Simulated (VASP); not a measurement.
# BN (P1) in VASP: notebook, part 3 of 3

VASP 6.6.1. Earlier steps stand in the parts before.

**6. Single point, PBE (atom 3 (N) moved by (-0.200, +0.200) A along [1 1 0] and z)**

File INCAR:

```
SYSTEM = BN
ALGO = Normal
EDIFF = 1E-6
ENCUT = 520
GGA = PE
ISIF = 2
ISMEAR = 0
LASPH = .True.
LCHARG = .False.
LREAL = .False.
LWAVE = .False.
NBANDS = 16
NELM = 80
PREC = Accurate
SIGMA = 0.05
```

File KPOINTS:

```
k-points
0
Gamma
  12 12 6
  0 0 0
```

File POSCAR:

```
BN
1.0
    2.5539396017      0.0000000000      0.0000000000
   -1.2769698009      2.2117765748      0.0000000000
    0.0000000000      0.0000000000      4.2268550000
B N
2 2
Direct
    0.6666666667      0.3333333333      0.9997240000
    0.3333333333      0.6666666667      0.4997240000
    0.5793227787      0.2693931696      0.6725925036
    0.3333333333      0.6666666667      0.1252760000
```

Potentials or basis: VASP PAW PBE potentials, release 64 (B, N).

Launch:

```console
> cat potpaw_PBE.64/B/POTCAR potpaw_PBE.64/N/POTCAR > POTCAR
> mpirun -np 1 vasp_std > vasp.out
```

OUTCAR:

```text
SYSTEM = BN
   EDIFF = 1E-6
   ENCUT = 520
   GGA = PE
   ISIF = 2
   ISMEAR = 0
   LASPH = .True.
   LREAL = .False.
   NELM = 80
   PREC = Accurate

 ion  position               nearest neighbor table
   1  0.667  0.333  1.000-   3 1.40   4 1.57   4 1.57   4 1.57
   2  0.333  0.667  0.500-   3 1.53   4 1.58   3 1.61   3 1.82
   3  0.579  0.269  0.673-   1 1.40   2 1.53   2 1.61   2 1.82
   4  0.333  0.667  0.125-   1 1.57   1 1.57   1 1.57   2 1.58

  LATTYP: Found a hexagonal cell.
 ALAT       =     2.5539396017
 C/A-ratio  =     1.6550332659

  Lattice vectors:

 A1 = (   2.5539396017,   0.0000000000,   0.0000000000)
 A2 = (  -1.2769698009,   2.2117765748,   0.0000000000)
 A3 = (   0.0000000000,   0.0000000000,   4.2268550000)

Analysis of symmetry for initial positions (statically):
=====================================================================
 Subroutine PRICEL returns:
 Original cell was already a primitive cell.

 Routine SETGRP: Setting up the symmetry group for a
 hexagonal supercell.

 Subroutine GETGRP returns: Found  1 space group operations
 (whereof  1 operations were pure point group operations)
 out of a pool of 24 trial point group operations.

The static configuration has the point symmetry C_1 .

Analysis of symmetry for dynamics (positions and initial velocities):
=====================================================================
 Subroutine PRICEL returns:
 Original cell was already a primitive cell.

 Routine SETGRP: Setting up the symmetry group for a
 hexagonal supercell.

 Subroutine GETGRP returns: Found  1 space group operations
 (whereof  1 operations were pure point group operations)
 out of a pool of 24 trial point group operations.

The dynamic configuration has the point symmetry C_1 .

 Subroutine INISYM returns: Found  1 space group operations
 (whereof  1 operations are pure point group operations),
 and found     1 'primitive' translations

----------------------------------------------------------------------------------------

                                     Primitive cell

  volume of cell :      23.8764

  direct lattice vectors                    reciprocal lattice vectors
     2.553939602  0.000000000  0.000000000     0.391551938  0.226062617  0.000000000
    -1.276969801  2.211776575  0.000000000     0.000000000  0.452125233  0.000000000
     0.000000000  0.000000000  4.226855000     0.000000000  0.000000000  0.236582518

  length of vectors
     2.553939602  2.553939602  4.226855000     0.452125233  0.452125233  0.236582518

  position of ions in fractional coordinates (direct lattice)
     0.666666667  0.333333333  0.999724000
     0.333333333  0.666666667  0.499724000
     0.579322779  0.269393170  0.672592504
     0.333333333  0.666666667  0.125276000

  ion indices of the primitive-cell ions
   primitive index   ion index
                 1           1
                 2           2
                 3           3
                 4           4

----------------------------------------------------------------------------------------

 KPOINTS: k-points

Automatic generation of k-mesh.
 Grid dimensions read from file:
 generate k-points for:   12   12    6

 Generating k-lattice:

  Cartesian coordinates                     Fractional coordinates (reciprocal lattice)
     0.032629328  0.018838551  0.000000000     0.083333333  0.000000000  0.000000000
     0.000000000  0.037677103  0.000000000     0.000000000  0.083333333  0.000000000
     0.000000000  0.000000000  0.039430420     0.000000000  0.000000000  0.166666667

  Length of vectors
     0.037677103  0.037677103  0.039430420

  Shift w.r.t. Gamma in fractional coordinates (k-lattice)
     0.000000000  0.000000000  0.000000000

 Subroutine IBZKPT returns following result:
 ===========================================

 Found    436 irreducible k-points:

 Following reciprocal coordinates:
            Coordinates               Weight
  0.000000  0.000000  0.000000      1.000000
  0.083333  0.000000  0.000000      2.000000
  0.000000  0.083333  0.000000      2.000000
 -0.083333  0.083333  0.000000      2.000000
  0.166667  0.000000  0.000000      2.000000
  0.000000  0.166667  0.000000      2.000000
[... 16 lines left out ...]
  0.166667  0.083333  0.000000      2.000000
 -0.083333  0.250000  0.000000      2.000000
 [... further k-points ...]
   k-points           NKPTS =    436   k-points in BZ     NKDIM =    436   number of bands    NBANDS=     16
   number of dos      NEDOS =    301   number of ions     NIONS =      4
   total plane-waves  NPLWV =  12800
   dimension x,y,z NGX =    20 NGY =   20 NGZ =   32
   dimension x,y,z NGXF=    40 NGYF=   40 NGZF=   64
   ions per type =               2   2
   NGX,Y,Z   is equivalent  to a cutoff of  13.02, 13.02, 12.59 a.u.
   NGXF,Y,Z  is equivalent  to a cutoff of  26.04, 26.04, 25.17 a.u.
 SYSTEM =  BN
   PREC   = accura    normal or accurate (medium, high low for compatibility)
   ISTART =      0    job   : 0-new  1-cont  2-samecut
   ICHARG =      2    charge: 1-file 2-atom 10-const
   ISPIN  =      1    spin polarized calculation?
   LNONCOLLINEAR =      F non collinear calculations
   LSORBIT =      F    spin-orbit coupling
   LASPH  =      T    aspherical Exc in radial PAW
   ENCUT  =  520.0 eV  38.22 Ry    6.18 a.u.   4.75  4.75  7.86*2*pi/ulx,y,z
   NELM   =     80;   NELMIN=  2; NELMDL= -5     # of ELM steps
   EDIFF  = 0.1E-05   stopping-criterion for ELM
   LREAL  =      F    real-space projection
[... 7 lines left out ...]
   TEBEG  =    0.0;   TEEND  =   0.0 temperature during run
   PSTRESS=    0.0 pullay stress
   NELECT =      16.0000    total number of electrons
   NUPDOWN=      -1.0000    fix difference up-down
   EMIN   =  10.00;   EMAX   =-10.00  energy-range for DOS
   EFERMI =   0.00;   METHOD = LEGACY
   ISMEAR =     0;   SIGMA  =   0.05  broadening in eV -4-tet -1-fermi 0-gaus
   EFERMI_NEDOS =   21; number of points for ismear=-14 and -15
   IALGO  =     38    algorithm
   IMIX   =      4    mixing-type and parameters
     AMIX     =   0.40;   BMIX     =  1.00
     AMIX_MAG =   1.60;   BMIX_MAG =  1.00
  volume/ion in A,a.u.               =       5.97        40.28
  Fermi-wavevector in a.u.,A,eV,Ry     =   1.432600  2.707222 27.923836  2.052344
  Thomas-Fermi vector in A             =   2.552210
   LORBIT       =      0    0 simple, 1 ext, 2 COOP (PROOUT), +10 PAW based schemes
   GGA     = PE    functional components
   LHFCALC =     F    Hartree Fock is set to
   AEXX    =    0.0000 exact exchange contribution
   IVDW    =     0    specifies the selected vdW correction
   LEPSILON=     F    determine dielectric tensor
   LRPA    =     F    only Hartree local field effects (RPA)
 non-spin polarized calculation
 Gauss-broadening in eV      SIGMA  =   0.05
  energy-cutoff  :      520.00
  volume of cell :       23.88
 maximum number of plane-waves:       660
   NGX =  9   NGY =  9   NGZ = 15

 number of electron      15.9999999 magnetization

 Free energy of the ion-electron system (eV)
  ---------------------------------------------------
  ext. energy  EPLUGINS =         0.00000000
  ---------------------------------------------------
  free energy    TOTEN  =       -33.73935876 eV

  energy without entropy =      -33.73935876  energy(sigma->0) =      -33.73935876

 E-fermi :   8.6409     XC(G=0): -12.7700

 val. band max:        8.4004948456   @ k =   0.0000   0.0000   0.0000
 cond. band min:      11.2796482092   @ k =   0.3333   0.3333   0.0000
 fundamental gap:      2.8791533637
 Fermi energy:         8.6408523467

 k-point     1 :       0.0000    0.0000    0.0000
  band No.  band energies     occupation
      1     -12.9458      2.00000
      2      -8.7389      2.00000
      3      -3.6674      2.00000
      4       4.8193      2.00000
      5       5.8441      2.00000
      6       5.9882      2.00000
[... 8 lines left out ...]
     15      20.9185      0.00000
     16      24.4553      0.00000
[... 419 lines left out ...]
 k-point    24 :      -0.0833    0.2500    0.0000
  band No.  band energies     occupation
      1     -11.9035      2.00000
      2      -8.0116      2.00000
      3      -2.6864      2.00000
      4       1.6123      2.00000
      5       3.7286      2.00000
      6       4.7289      2.00000
[... 8 lines left out ...]
     15      21.9485      0.00000
     16      24.0208      0.00000

 [... further k-points ...]
[... 5 lines left out ...]
  --------------------------------------------------------------------------------------
  -------------------------------------------------------------------------------------
  Total        1.0199119      1.0432722      2.7126806      0.3385954      0.2143783     -0.0361678
  in kB       68.4390585     70.0066017    182.0287656     22.7207358     14.3854066     -2.4269669
  external PRESSURE =     106.8248086 kB  Pullay stress =       0.0000000 kB

 VOLUME and BASIS-vectors are now :
 -----------------------------------------------------------------------------
  energy-cutoff  :      520.00
  volume of cell :       23.88
      direct lattice vectors                 reciprocal lattice vectors
     2.553939602  0.000000000  0.000000000     0.391551938  0.226062617  0.000000000
    -1.276969801  2.211776575  0.000000000     0.000000000  0.452125233  0.000000000
     0.000000000  0.000000000  4.226855000     0.000000000  0.000000000  0.236582518

 POSITION                                       TOTAL-FORCE (eV/Angst)
 -----------------------------------------------------------------------------------
      1.27697      0.73726      4.22569        -0.414126     -0.455509      3.405079
     -0.00000      1.47452      2.11226        -0.548398     -1.346130      2.206872
      1.13555      0.59584      2.84295         0.944769      1.832541     -8.414367
     -0.00000      1.47452      0.52952         0.017755     -0.030902      2.802417
 -----------------------------------------------------------------------------------
    total drift:                                0.000199     -0.000006     -0.000220

  FREE ENERGIE OF THE ION-ELECTRON SYSTEM (eV)
  ---------------------------------------------------
  free  energy   TOTEN  =       -33.7393587626 eV

  energy  without entropy=      -33.7393587626  energy(sigma->0) =      -33.73935876
```

stdout:

```text
POSCAR found type information on POSCAR B N
 POSCAR found :  2 types and       4 ions
 scaLAPACK will be used
 LDA part: xc-table for (Slater+PW92), standard interpolation
 POSCAR, INCAR and KPOINTS ok, starting setup
 FFT: planning ... GRIDC
 FFT: planning ... GRID_SOFT
 FFT: planning ... GRID
 WAVECAR not read
 entering main loop
```

Wall time 85 s (1 thread of AMD EPYC 9R45 (Zen 5), shared host); peak memory 0.21 GiB.

Results:

* Free energy: -33.7394 eV
* Pressure: 10.7 GPa
* Largest force: 8.663 eV/Å
* Band gap on the k mesh: 2.88 eV, indirect (least direct gap 6.70 eV)

Forces in eV/Å, atoms in the order of the input:
```
B   -0.414 -0.456  3.405
B   -0.548 -1.346  2.207
N    0.945  1.833 -8.414
N    0.018 -0.031  2.802
```

Caveat: the cell differs from its parent crystal (atom 3 (N) moved by (-0.200, +0.200) A along [1 1 0] and z); forces of over 1 eV/Å act on the atoms, so gaps and moduli don't describe the material at rest. A k mesh can miss the band edges.
